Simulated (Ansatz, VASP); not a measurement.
# Two plane-wave programs on C

```
C
1.0
     2.09857   -1.21168    0.00000
     2.09857    1.21168    0.00000
    -1.36043    0.00000    3.45549
C
2
Direct
  0.16664 0.16664 0.99991
  0.83336 0.83336 0.00009
```

Alike in both runs: task single point; functional r2SCAN; k mesh 13 × 13 × 8; occupations fermi-dirac, width 0.05 eV; no spin polarisation.

|  | VASP | Ansatz |
| --- | --- | --- |
| version | VASP 6.6.1 | Ansatz 0.2.0 |
| potentials or method | VASP PAW PBE potentials, release 64 (C) | Ansatz PAW |
| plane-wave cutoff (eV) | 520 | 500 |
| valence electrons in the cell | 8 | 8 |

Ansatz gave:

- gap on the k mesh at the Fermi level (eV): 1.00
- least direct gap on the mesh (eV): 1.02
- pressure (GPa): 11.9
- traceless stress, the component that is largest in VASP (GPa): -11.32
- rms of the force components (eV/Å): 0.006

Task: What did VASP give for the same quantities?

Result: gap on the k mesh at the Fermi level (eV): 1.00; least direct gap on the mesh (eV): 1.02; pressure (GPa): 12.6; traceless stress, the component that is largest in VASP (GPa): -12.12; rms of the force components (eV/Å): 0.006.

VASP's potentials were made for PBE, not for r2SCAN. Atom by atom the forces differ by 0.000 eV/Å (rms over components).

Noted on Ansatz's run: odd divisions of the mesh miss points on the zone boundary, where band edges often lie, so the gap on the mesh can be too wide.
